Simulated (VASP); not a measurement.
# LiH (Pm-3m) in VASP: notebook, part 2 of 2

VASP 6.6.1.

**3. G0W0 quasiparticle levels, PBE**

Contents of POSCAR:

```
LiH
1.0
    2.5016587116      0.0000000000      0.0000000000
    0.0000000000      2.5016587116      0.0000000000
    0.0000000000      0.0000000000      2.5016587116
Li H
1 1
Direct
    0.0000000000      0.0000000000      0.0000000000
    0.5000000000      0.5000000000      0.5000000000
```

Contents of INCAR.step1:

```
SYSTEM = LiH
  ALGO = Normal
  EDIFF = 1E-8
  ENCUT = 500
  GGA = PE
  ISMEAR = 0
  LASPH = .TRUE.
  LCHARG = .FALSE.
  LREAL = .FALSE.
  LWAVE = .TRUE.
  NELM = 80
  PREC = Accurate
  SIGMA = 0.01
```

Contents of INCAR.step2:

```
SYSTEM = LiH
  ALGO = Exact
  EDIFF = 1E-8
  ENCUT = 500
  GGA = PE
  ISMEAR = 0
  ISTART = 1
  LASPH = .TRUE.
  LCHARG = .FALSE.
  LOPTICS = .TRUE.
  LREAL = .FALSE.
  LWAVE = .TRUE.
  NBANDS = 109
  NELM = 1
  PREC = Accurate
  SIGMA = 0.01
```

Contents of INCAR.step3:

```
SYSTEM = LiH
  ALGO = EVGW0
  EDIFF = 1E-8
  ENCUT = 500
  ENCUTGW = 200
  GGA = PE
  ISMEAR = 0
  ISTART = 1
  LASPH = .TRUE.
  LCHARG = .FALSE.
  LREAL = .FALSE.
  LWAVE = .FALSE.
  NBANDS = 109
  NBANDSGW = 9
  NELMGW = 1
  NOMEGA = 96
  OMEGAMAX = 20
  PREC = Accurate
  PRECFOCK = Fast
  SIGMA = 0.01
```

Contents of KPOINTS:

```
k-points
0
G
  6 6 6
  0 0 0
```

Potentials or basis: VASP PAW PBE potentials, release 64 (Li_GW, H_GW).

Run with:

```bash
> cat potpaw_PBE.64/Li_GW/POTCAR potpaw_PBE.64/H_GW/POTCAR > POTCAR
> cp INCAR.step1 INCAR
> mpirun -np 1 vasp_std > vasp.out
> cp INCAR.step2 INCAR
> mpirun -np 1 vasp_std > vasp.out
> cp INCAR.step3 INCAR
> mpirun -np 1 vasp_std > vasp.out
```

OUTCAR:

```text
SYSTEM = LiH
   EDIFF = 1E-8
   ENCUT = 500
   ENCUTGW = 200
   GGA = PE
   ISMEAR = 0
   ISTART = 1
   LASPH = .TRUE.
   LREAL = .FALSE.
   NELMGW = 1
   PREC = Accurate
   PRECFOCK = Fast

 ion  position               nearest neighbor table
   1  0.000  0.000  0.000-   2 2.17   2 2.17   2 2.17   2 2.17   2 2.17   2 2.17   2 2.17   2 2.17

   2  0.500  0.500  0.500-   1 2.17   1 2.17   1 2.17   1 2.17   1 2.17   1 2.17   1 2.17   1 2.17

  LATTYP: Found a simple cubic cell.
 ALAT       =     2.5016587116

  Lattice vectors:

 A1 = (   2.5016587116,   0.0000000000,   0.0000000000)
 A2 = (   0.0000000000,   2.5016587116,   0.0000000000)
 A3 = (   0.0000000000,   0.0000000000,   2.5016587116)

Analysis of symmetry for initial positions (statically):
=====================================================================
 Subroutine PRICEL returns:
 Original cell was already a primitive cell.

 Routine SETGRP: Setting up the symmetry group for a
 simple cubic supercell.

 Subroutine GETGRP returns: Found 48 space group operations
 (whereof 48 operations were pure point group operations)
 out of a pool of 48 trial point group operations.

The static configuration has the point symmetry O_h .

Analysis of symmetry for dynamics (positions and initial velocities):
=====================================================================
 Subroutine PRICEL returns:
 Original cell was already a primitive cell.

 Routine SETGRP: Setting up the symmetry group for a
 simple cubic supercell.

[... 102 lines left out ...]
   NSW    =      0    number of steps for IOM
   IBRION =     -1    ionic relax: 0-MD 1-quasi-New 2-CG
   NFREE  =      0    steps in history (QN), initial steepest desc. (CG)
   ISIF   =      0    stress and relaxation
   ISYM   =      3    0-nonsym 1-usesym 2-fastsym
   POTIM  = 0.5000    time-step for ionic-motion
   TEBEG  =    0.0;   TEEND  =   0.0 temperature during run
   PSTRESS=    0.0 pullay stress
   NELECT =       2.0000    total number of electrons
   NUPDOWN=      -1.0000    fix difference up-down
   EMIN   =  10.00;   EMAX   =-10.00  energy-range for DOS
   EFERMI =   0.00;   METHOD = LEGACY
   ISMEAR =     0;   SIGMA  =   0.01  broadening in eV -4-tet -1-fermi 0-gaus
   EFERMI_NEDOS =   21; number of points for ismear=-14 and -15
   IALGO  =     38    algorithm
   IMIX   =      4    mixing-type and parameters
     AMIX     =   0.40;   BMIX     =  1.00
     AMIX_MAG =   1.60;   BMIX_MAG =  1.00
  volume/ion in A,a.u.               =       7.83        52.83
  Fermi-wavevector in a.u.,A,eV,Ry     =   0.824499  1.558077  9.249220  0.679799
  Thomas-Fermi vector in A             =   1.936194
   LORBIT       =      0    0 simple, 1 ext, 2 COOP (PROOUT), +10 PAW based schemes
   GGA     = PE    functional components
   LHFCALC =     T    Hartree Fock is set to
   PRECFOCK=fast      Normal, Fast or Accurate (Low or Medium for compatibility)
   ENCUT4O =  -1.0   cutoff for four orbital integrals eV
   NKREDX  =     1    reduce k-point grid by
   NKREDY  =     1    reduce k-point grid by
   NKREDZ  =     1    reduce k-point grid by
   AEXX    =    1.0000 exact exchange contribution
   HFSCREEN=    0.0000 screening length (either q_TF or 0.3 A-1)
   HFSCREENC=   0.0000 screening length for correlation (either q_TF or 0.3 A-1)
   ENCUTFOCK=  -1.0 apply spherical cutoff to Coloumb kernel
   IVDW    =     0    specifies the selected vdW correction
   LEPSILON=     F    determine dielectric tensor
   LRPA    =     F    only Hartree local field effects (RPA)
   LRPAFORCE           =     F    calculate RPA forces
   ENCUTGW             = 200.0    cutoff for response function in eV
   ENCUTGWSOFT         = 160.0    soft cutoff for Coulomb kernel in GW response function in eV
   ENCUTLF             =  -1.0    cutoff for local field effects
   NELMGW              =     1    number of iterations in solving QP/BSE equation
   NELMHF              =     1    number of iterations in the inner HF iteration
   NKREDLFX            =     1    NKREDLFY  =   1   NKREDLFZ  =   1
 non-spin polarized calculation
 Gauss-broadening in eV      SIGMA  =   0.01
  energy-cutoff  :      500.00
  volume of cell :       15.66
 maximum number of plane-waves:       432
  NGX = 12; NGY = 12; NGZ = 12
   NGX =  9   NGY =  9   NGZ =  9
 maximum number of plane-waves:       110

 QP shifts <psi_nk| G(iteration)W_0 |psi_nk>: iteration 1
 for sc-GW calculations column KS-energies equals QP-energies in previous step
 and V_xc(KS)=  KS-energies - (<T + V_ion + V_H > + <T+V_H+V_ion>^1  + <V_x>^1)

 k-point   1 :       0.0000    0.0000    0.0000
  band No.  KS-energies  QP-energies   sigma(KS)   V_xc(KS)     V^pw_x(r,r')   Z            occupation Imag(sigma)

      1      -8.1330      -9.3917     -11.3124      -9.4107     -15.2458       0.6619       2.0000       0.3182
      2      12.7095      13.4290      -6.8530      -7.8209      -1.5592       0.7434       0.0000      -0.5231
      3      12.7095      13.4290      -6.8530      -7.8209      -1.5592       0.7434       0.0000      -0.5231
      4      12.7095      13.4290      -6.8530      -7.8209      -1.5592       0.7434       0.0000      -0.5231
      5      13.2834      13.5917     -10.4492     -10.9063      -3.8260       0.6744       0.0000      -0.8435
      6      15.8463      15.9874      -7.1438      -7.3095      -1.2859       0.8517       0.0000      -1.6859
      7      15.8463      15.9874      -7.1438      -7.3095      -1.2859       0.8517       0.0000      -1.6859
      8      32.4343      34.3845      -6.9110      -9.3330      -1.3392       0.8052       0.0000      -1.8747
      9      32.4343      34.3845      -6.9110      -9.3330      -1.3392       0.8052       0.0000      -1.8747
[... 238 lines left out ...]
      1       0.7538      -0.3454     -13.8045     -12.3577     -14.6446       0.7597       2.0000       0.0349
      2       7.1468       7.8018      -6.2299      -7.1229      -1.3204       0.7334       0.0000      -0.1521
      3       7.1468       7.8018      -6.2299      -7.1229      -1.3204       0.7334       0.0000      -0.1521
      4       7.1468       7.8018      -6.2299      -7.1229      -1.3204       0.7334       0.0000      -0.1521
      5       9.4942       9.9200      -7.6822      -8.2399      -3.0159       0.7634       0.0000      -0.3004
      6       9.4942       9.9200      -7.6822      -8.2399      -3.0159       0.7634       0.0000      -0.3004
      7       9.4942       9.9200      -7.6822      -8.2399      -3.0159       0.7634       0.0000      -0.3004
      8      22.2975      23.0501      -6.4798      -7.4134      -0.6622       0.8061       0.0000      -1.6025
      9      45.7332      48.5871      -7.4373     -10.8595      -1.9186       0.8339       0.0000      -4.0732
```

OUTCAR.step1:

```text
SYSTEM = LiH
   EDIFF = 1E-8
   ENCUT = 500
   GGA = PE
   ISMEAR = 0
   LASPH = .TRUE.
   LREAL = .FALSE.
[... 374 lines left out ...]
      0.00000      0.00000      0.00000         0.000000      0.000000      0.000000
      1.25083      1.25083      1.25083         0.000000      0.000000      0.000000
 -----------------------------------------------------------------------------------
    total drift:                                0.000000     -0.000000      0.000000

  FREE ENERGIE OF THE ION-ELECTRON SYSTEM (eV)
  ---------------------------------------------------
  free  energy   TOTEN  =        -5.6369374789 eV

  energy  without entropy=       -5.6369374789  energy(sigma->0) =       -5.63693748
```

Run time: 1.8 min. Hardware: 1 thread of Intel Xeon Platinum 8559C (Emerald Rapids), shared host; peak memory 0.39 GiB.

What came out:

```yaml
Quasiparticle_gap: 2.24 eV
Least_direct_quasiparticle_gap: 6.14 eV
Band_gap_of_the_starting_levels_on_the_mesh: 0.67 eV
Least_direct_gap_of_the_starting_levels_on_the_mesh: 4.21 eV
```

Caveat: the k points lie up to 0.42 Å⁻¹ apart; bands, screening cutoff and mesh are small and nothing is extrapolated, so the quasiparticle values aren't converged; the structure was generated, so it needn't be the stable form of LiH.
